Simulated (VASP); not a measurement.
# C (P6_3/mmc) in VASP: a series of runs

The runs below take C through elastic constants, with LDA.

Program: VASP 6.6.1. These are calculated values, not measurements. Logs are shortened: lines on timing, memory, paths and dates and some standing lists are left out, and cuts for length are marked.

## 1. The cell of the first run

It takes space group P6_3/mmc (No. 194, hexagonal). Conventional cell: a = 2.421 Å, b = 2.421 Å, c = 5.629 Å, α = 90.00°, β = 90.00°, γ = 120.00°. C (site symmetry -6m2) has 3 C at 1.40 Å within 1.9 Å. C (site symmetry -6m2) has 3 C at 1.40 Å within 1.9 Å.

## 2. Elastic constants, LDA

INCAR reads:

```
SYSTEM = C
PREC = Accurate ; ENCUT = 600
EDIFF = 1E-8 ; ISMEAR = 0
SIGMA = 0.01 ; LREAL = .False.
LASPH = .True. ; NELM = 100
ALGO = Normal ; ISIF = 3
LWAVE = .False. ; LCHARG = .False.
NBANDS = 16 ; IBRION = 6
NFREE = 2 ; POTIM = 0.015
NSW = 1
```

KPOINTS reads:

```
Automatic mesh
0
Gamma
  10 10 4
  0 0 0
```

POSCAR reads:

```
C
1.0
    2.4205214512      0.0000000000      0.0000000000
   -1.2102607256      2.0962330671      0.0000000000
    0.0000000000      0.0000000000      5.6290709445
C
4
Direct
    0.0000000000      0.0000000000      0.0025000000
    0.0000000000      0.0000000000      0.5025000000
    0.3333333333      0.6666666667      0.0025000000
    0.6666666667      0.3333333333      0.5025000000
```

Potentials or basis: VASP PAW LDA potentials, release 64 (C).

Launch:

```
$ cat potpaw_LDA.64/C/POTCAR > POTCAR
$ mpirun -np 1 vasp_std > vasp.out
```

OUTCAR:

```text
SYSTEM = C
   PREC = Accurate
   ENCUT = 600
   EDIFF = 1E-8
   ISMEAR = 0
   LREAL = .False.
   LASPH = .True.
   NELM = 100
   ISIF = 3
   IBRION = 6
   NFREE = 2
   POTIM = 0.015
   NSW = 1

 ion  position               nearest neighbor table
   1  0.000  0.000  0.002-   3 1.40   3 1.40   3 1.40
   2  0.000  0.000  0.502-   4 1.40   4 1.40   4 1.40
   3  0.333  0.667  0.002-   1 1.40   1 1.40   1 1.40
   4  0.667  0.333  0.502-   2 1.40   2 1.40   2 1.40

  LATTYP: Found a hexagonal cell.
 ALAT       =     2.4205214512
 C/A-ratio  =     2.3255612718

  Lattice vectors:

 A1 = (   2.4205214512,   0.0000000000,   0.0000000000)
 A2 = (  -1.2102607256,   2.0962330671,   0.0000000000)
 A3 = (   0.0000000000,   0.0000000000,   5.6290709445)

Analysis of symmetry for initial positions (statically):
=====================================================================
 Subroutine PRICEL returns:
 Original cell was already a primitive cell.

 Routine SETGRP: Setting up the symmetry group for a
 hexagonal supercell.

 Subroutine GETGRP returns: Found 24 space group operations
 (whereof  6 operations were pure point group operations)
 out of a pool of 24 trial point group operations.

The static configuration has the point symmetry C_3v.
 The point group associated with its full space group is D_6h.

Analysis of symmetry for dynamics (positions and initial velocities):
=====================================================================
 Subroutine PRICEL returns:
 Original cell was already a primitive cell.

 Routine SETGRP: Setting up the symmetry group for a
 hexagonal supercell.

 Subroutine GETGRP returns: Found 24 space group operations
 (whereof  6 operations were pure point group operations)
 out of a pool of 24 trial point group operations.

The dynamic configuration has the point symmetry C_3v.
 The point group associated with its full space group is D_6h.

 Subroutine INISYM returns: Found 24 space group operations
 (whereof  6 operations are pure point group operations),
 and found     1 'primitive' translations

----------------------------------------------------------------------------------------

                                     Primitive cell

  volume of cell :      28.5618

  direct lattice vectors                    reciprocal lattice vectors
     2.420521451  0.000000000  0.000000000     0.413134120  0.238523095  0.000000000
    -1.210260726  2.096233067  0.000000000     0.000000000  0.477046191  0.000000000
     0.000000000  0.000000000  5.629070944     0.000000000  0.000000000  0.177649209

  length of vectors
     2.420521451  2.420521451  5.629070944     0.477046191  0.477046191  0.177649209

  position of ions in fractional coordinates (direct lattice)
     0.000000000  0.000000000  0.002500000
     0.000000000  0.000000000  0.502500000
     0.333333333  0.666666667  0.002500000
     0.666666667  0.333333333  0.502500000

  ion indices of the primitive-cell ions
   primitive index   ion index
                 1           1
                 2           2
                 3           3
                 4           4

----------------------------------------------------------------------------------------

 KPOINTS: Automatic mesh

Automatic generation of k-mesh.
 Grid dimensions read from file:
 generate k-points for:   10   10    4

 Generating k-lattice:

  Cartesian coordinates                     Fractional coordinates (reciprocal lattice)
     0.041313412  0.023852310  0.000000000     0.100000000 -0.000000000  0.000000000
     0.000000000  0.047704619  0.000000000     0.000000000  0.100000000  0.000000000
     0.000000000  0.000000000  0.044412302     0.000000000  0.000000000  0.250000000

  Length of vectors
     0.047704619  0.047704619  0.044412302

  Shift w.r.t. Gamma in fractional coordinates (k-lattice)
     0.000000000  0.000000000  0.000000000

 Subroutine IBZKPT returns following result:
 ===========================================

 Found     42 irreducible k-points:

 Following reciprocal coordinates:
            Coordinates               Weight
[... 63 lines left out ...]
     AMIX_MAG =   1.60;   BMIX_MAG =  1.00
  volume/ion in A,a.u.               =       7.14        48.19
  Fermi-wavevector in a.u.,A,eV,Ry     =   1.349542  2.550265 24.779797  1.821264
  Thomas-Fermi vector in A             =   2.477120
   LORBIT       =      0    0 simple, 1 ext, 2 COOP (PROOUT), +10 PAW based schemes
   GGA     = CA    functional components
   LHFCALC =     F    Hartree Fock is set to
   AEXX    =    0.0000 exact exchange contribution
   IVDW    =     0    specifies the selected vdW correction
   LEPSILON=     F    determine dielectric tensor
   LRPA    =     F    only Hartree local field effects (RPA)
 finite differences with symmetry
 non-spin polarized calculation
 Gauss-broadening in eV      SIGMA  =   0.01
  energy-cutoff  :      600.00
  volume of cell :       28.56
 maximum number of plane-waves:       966
 NGX is ok and might be reduce to    20
   NGX =  9   NGY =  9   NGZ = 23

--------------------------------------- Ionic step        1  -------------------------------------------

 number of electron      16.0000001 magnetization

 Free energy of the ion-electron system (eV)
  ---------------------------------------------------
  ext. energy  EPLUGINS =         0.00000000
  ---------------------------------------------------
  free energy    TOTEN  =       -40.25659137 eV

  energy without entropy =      -40.25659137  energy(sigma->0) =      -40.25659137

------------------------ aborting loop because EDIFF is reached ----------------------------------------

  FORCE on cell =-STRESS in cart. coord.  units (eV):
  Direction    XX          YY          ZZ          XY          YZ          ZX
  --------------------------------------------------------------------------------------
  -------------------------------------------------------------------------------------
  Total        2.8179216      2.8179216      2.5857177     -0.0000000     -0.0000000     -0.0000000
  in kB      158.0717523    158.0717523    145.0462379     -0.0000000     -0.0000000     -0.0000000
  external PRESSURE =     153.7299141 kB  Pullay stress =       0.0000000 kB
[... 95 lines left out ...]
  FREE ENERGIE OF THE ION-ELECTRON SYSTEM (eV)
  ---------------------------------------------------
  free  energy   TOTEN  =       -40.1853389897 eV

  energy  without entropy=      -40.1853389897  energy(sigma->0) =      -40.18533899

[... ionic steps 4 to 18 ...]

--------------------------------------- Ionic step       19  -------------------------------------------

 number of electron      16.0000001 magnetization

------------------------ aborting loop because EDIFF is reached ----------------------------------------
[... 71 lines left out ...]
--------------------------------------- Ionic step       21  -------------------------------------------

 number of electron      16.0000001 magnetization

 Free energy of the ion-electron system (eV)
  ---------------------------------------------------
  ext. energy  EPLUGINS =         0.00000000
  ---------------------------------------------------
  free energy    TOTEN  =       -40.25457476 eV

  energy without entropy =      -40.25457476  energy(sigma->0) =      -40.25457476

 E-fermi :   6.6224     XC(G=0): -12.0017

 val. band max:        6.5344066646   @ k =   0.3000   0.3000   0.0000
 cond. band min:       6.9056470696   @ k =   0.3000   0.3000   0.0000
 fundamental gap:      0.3712404050
 Fermi energy:         6.6223689555

 k-point     1 :       0.0000    0.0000    0.0000
  band No.  band energies     occupation
      1     -13.5674      2.00000
      2     -12.5143      2.00000
      3      -3.2718      2.00000
      4       1.1778      2.00000
      5       3.6823      2.00000
      6       3.6823      2.00000
[... 433 lines left out ...]
      3      -6.0113      2.00000
      4      -5.5630      2.00000
      5      -0.6251      2.00000
      6      -0.4043      2.00000
[... 8 lines left out ...]
     15      21.8144      0.00000
     16      22.7143      0.00000

 [... further k-points ...]

------------------------ aborting loop because EDIFF is reached ----------------------------------------

  FORCE on cell =-STRESS in cart. coord.  units (eV):
  Direction    XX          YY          ZZ          XY          YZ          ZX
  --------------------------------------------------------------------------------------
  -------------------------------------------------------------------------------------
  Total        2.8169969      2.8169969      2.5817261      0.0000000      0.0000000      0.0000000
  in kB      158.0198821    158.0198820    144.8223269      0.0000000      0.0000000      0.0000000
  external PRESSURE =     153.6206970 kB  Pullay stress =       0.0000000 kB
[... 19 lines left out ...]
  FREE ENERGIE OF THE ION-ELECTRON SYSTEM (eV)
  ---------------------------------------------------
  free  energy   TOTEN  =       -40.2545747572 eV

  energy  without entropy=      -40.2545747572  energy(sigma->0) =      -40.25457476

 INTERNAL STRAIN TENSORS FROM STRAINED CELLS
 ============================================

 INTERNAL STRAIN TENSOR FOR ION    1 for displacements in x,y,z  (eV/Angst):
          X           Y           Z          XY          YZ          ZX
  --------------------------------------------------------------------------------
  x     0.00000     0.00000     0.00000   -13.73352     0.00000     0.00000
  y   -13.78568    13.90219     0.00000    -0.00119     0.00008    -0.00013
  z     0.00000     0.00000     0.00000     0.00000     0.00297     0.00000

 INTERNAL STRAIN TENSORS FROM DISPLACED ATOMS
 ============================================

 INTERNAL STRAIN TENSOR FOR ION    1 for displacements in x,y,z  (eV/Angst):
          X           Y           Z          XY          YZ          ZX
  --------------------------------------------------------------------------------
  x    -0.00000    -0.00000     0.00000   -13.62720     0.00000     0.00000
  y   -13.62720    13.62720     0.00000     0.00000     0.00000     0.00000
  z     0.00000    -0.00000    -0.00000     0.00000    -0.00000     0.00000

 INTERNAL STRAIN TENSOR FOR ION    4 for displacements in x,y,z  (eV/Angst):
          X           Y           Z          XY          YZ          ZX
  --------------------------------------------------------------------------------
  x    -0.00000    -0.00000    -0.00000   -15.01523     0.00000     0.00000
  y   -15.01523    15.01523     0.00000     0.00000     0.00000     0.00000
  z     0.00000    -0.00000    -0.00000     0.00000     0.00000     0.00000

 Eigenvectors and eigenvalues of the dynamical matrix
 ----------------------------------------------------

   1 f  =   50.022587 THz   314.301185 2PiTHz 1668.573904 cm-1   206.876705 meV
             X         Y         Z           dx          dy          dz
      0.000000  0.000000  0.014073    -0.500026    0.000000   -0.000000
      0.000000  0.000000  2.828608    -0.500026    0.000000   -0.000000
     -0.000000  1.397489  0.014073     0.499974   -0.000000    0.000000
      1.210261  0.698744  2.828608     0.499974   -0.000000   -0.000000
[... 71 lines left out ...]
  12 f/i=    0.002557 THz     0.016065 2PiTHz    0.085287 cm-1     0.010574 meV
             X         Y         Z           dx          dy          dz
      0.000000  0.000000  0.014073     0.232261   -0.442752    0.000000
      0.000000  0.000000  2.828608     0.232261   -0.442752    0.000000
     -0.000000  1.397489  0.014073     0.232285   -0.442797    0.000000
      1.210261  0.698744  2.828608     0.232285   -0.442797    0.000000

--------------------------------------------------------------------------------------------------------

 ELASTIC MODULI CONTR FROM IONIC RELAXATION (kBar)
 Direction    XX          YY          ZZ          XY          YZ          ZX
 --------------------------------------------------------------------------------
 XX        -613.3864    613.3864     -0.0000      0.0000      0.0000      0.0000
 YY         613.3864   -613.3864      0.0000     -0.0000     -0.0000      0.0000
 ZZ          -0.0000      0.0000     -0.0000     -0.0000     -0.0000      0.0000
 XY           0.0000     -0.0000     -0.0000   -613.3864      0.0000      0.0000
 YZ           0.0000     -0.0000     -0.0000      0.0000     -0.0000      0.0000
 ZX           0.0000      0.0000      0.0000      0.0000      0.0000      0.0000
 --------------------------------------------------------------------------------

 TOTAL ELASTIC MODULI (kBar)
 Direction    XX          YY          ZZ          XY          YZ          ZX
 --------------------------------------------------------------------------------
 XX       13175.6616   3188.5506   -103.2453      0.0000      0.0000     -0.0000
 YY        3188.5506  13175.6616   -103.2453     -0.0000      0.0000     -0.0000
 ZZ        -103.2453   -103.2453   1569.0033     -0.0000      0.0000      0.0000
 XY           0.0000     -0.0000     -0.0000   4993.5555      0.0000      0.0000
 YZ          -0.0000      0.0000      0.0000      0.0000    204.1754      0.0000
 ZX          -0.0000      0.0000      0.0000      0.0000      0.0000    204.1760
 --------------------------------------------------------------------------------
```

Wall time 16 min (1 thread of AMD EPYC 7R13, shared host); peak memory 0.22 GiB.

Results:

```
Voigt bulk modulus            : 376 GPa
Highest phonon frequency at Γ : 1669 cm⁻¹
```

Phonon frequencies in cm⁻¹ (negative: imaginary):
| q point | frequencies |
| --- | --- |
| (0.000, 0.000, 0.000) | 0 0 0 84 84 293 855 882 1642 1642 1669 1669 |

Elastic tensor in Voigt notation (GPa, in the Cartesian axes of the cell as first typed):
```
1318  319  -10    0    0    0
 319 1318  -10    0    0    0
 -10  -10  157    0    0    0
   0    0    0   20    0    0
   0    0    0    0   20    0
   0    0    0    0    0  499
```

Clamped-ion elastic tensor (GPa):
```
1379  258  -10    0    0    0
 258 1379  -10    0    0    0
 -10  -10  157    0    0    0
   0    0    0   20    0    0
   0    0    0    0   20    0
   0    0    0    0    0  561
```

Caveat: the cell is under stress, which shifts elastic constants.

## 3. Elastic constants, LDA

This run uses another cell than the first one, of 7.42 Å³/atom, 1.039 times its volume.

INCAR reads:

```
PREC = Accurate
ENCUT = 600
EDIFF = 1E-8
ISMEAR = 0
SIGMA = 0.01
LREAL = F
LASPH = T
NELM = 60
ALGO = Normal
ISIF = 3
LWAVE = F
LCHARG = F
IBRION = 6
NFREE = 2
POTIM = 0.015
NSW = 1
```

KPOINTS reads:

```
regular mesh
0
Gamma
  10 10 4
```

POSCAR reads:

```
C
1.0
    2.4277632316      0.0000000000      0.0000000000
   -1.2138816158      2.1025046330      0.0000000000
    0.0000000000      0.0000000000      5.8156141028
C
4
Direct
    0.0000000000      0.0000000000      0.0025000000
    0.0000000000      0.0000000000      0.5025000000
    0.3333333333      0.6666666667      0.0025000000
    0.6666666667      0.3333333333      0.5025000000
```

Potentials or basis: VASP PAW LDA potentials, release 64 (C).

Launch:

```
$ cat potpaw_LDA.64/C/POTCAR > POTCAR
$ mpirun -np 1 vasp_std > vasp.out
```

OUTCAR:

```text
PREC = Accurate
   ENCUT = 600
   EDIFF = 1E-8
   ISMEAR = 0
   LREAL = F
   LASPH = T
   NELM = 60
   ISIF = 3
   IBRION = 6
   NFREE = 2
   POTIM = 0.015
   NSW = 1

 ion  position               nearest neighbor table
   1  0.000  0.000  0.002-   3 1.40   3 1.40   3 1.40
   2  0.000  0.000  0.502-   4 1.40   4 1.40   4 1.40
   3  0.333  0.667  0.002-   1 1.40   1 1.40   1 1.40
[... 906 lines left out ...]
  12 f/i=    0.001641 THz     0.010313 2PiTHz    0.054753 cm-1     0.006788 meV
             X         Y         Z           dx          dy          dz
      0.000000  0.000000  0.014539    -0.326389   -0.378752    0.000000
      0.000000  0.000000  2.922346    -0.326389   -0.378752    0.000000
     -0.000000  1.401670  0.014539    -0.326411   -0.378777    0.000000
      1.213882  0.700835  2.922346    -0.326411   -0.378777    0.000000

--------------------------------------------------------------------------------------------------------

 ELASTIC MODULI CONTR FROM IONIC RELAXATION (kBar)
 Direction    XX          YY          ZZ          XY          YZ          ZX
 --------------------------------------------------------------------------------
 XX        -487.2125    487.2125      0.0000      0.0000      0.0000      0.0000
 YY         487.2125   -487.2125     -0.0000     -0.0000      0.0000      0.0000
 ZZ           0.0000     -0.0000     -0.0000     -0.0000      0.0000      0.0000
 XY           0.0000     -0.0000     -0.0000   -487.2125      0.0000      0.0000
 YZ           0.0000      0.0000      0.0000      0.0000      0.0000      0.0000
 ZX           0.0000      0.0000      0.0000      0.0000      0.0000      0.0000
 --------------------------------------------------------------------------------

 TOTAL ELASTIC MODULI (kBar)
 Direction    XX          YY          ZZ          XY          YZ          ZX
 --------------------------------------------------------------------------------
 XX       12751.3625   2806.4963    -92.6885      0.0000     -0.0000      0.0000
 YY        2806.4963  12751.3625    -92.6885     -0.0000      0.0000      0.0000
 ZZ         -92.6885    -92.6885   1204.5032      0.0000      0.0000      0.0000
 XY           0.0000     -0.0000      0.0000   4972.4331      0.0000     -0.0000
 YZ          -0.0000      0.0000      0.0000      0.0000    156.9394      0.0000
 ZX          -0.0000     -0.0000      0.0000      0.0000      0.0000    156.9398
 --------------------------------------------------------------------------------
```

It took 11 min on 1 thread of AMD EPYC 7R13, shared host; peak memory 0.2 GiB.

Results:

* Voigt bulk modulus: 355 GPa
* Highest phonon frequency at Γ: 1652 cm⁻¹

Phonon frequencies in cm⁻¹ (negative: imaginary):
```csv
q point,frequencies
"(0.000, 0.000, 0.000)",0 0 0 79 79 253 864 883 1632 1632 1652 1652
```

Elastic tensor in Voigt notation (GPa, in the Cartesian axes of the cell as first typed):
```
1275  281   -9    0    0    0
 281 1275   -9    0    0    0
  -9   -9  120    0    0    0
   0    0    0   16    0    0
   0    0    0    0   16    0
   0    0    0    0    0  497
```

Clamped-ion elastic tensor (GPa):
```
1324  232   -9    0    0    0
 232 1324   -9    0    0    0
  -9   -9  120    0    0    0
   0    0    0   16    0    0
   0    0    0    0   16    0
   0    0    0    0    0  546
```

Caveat: the cell is under stress, which shifts elastic constants.
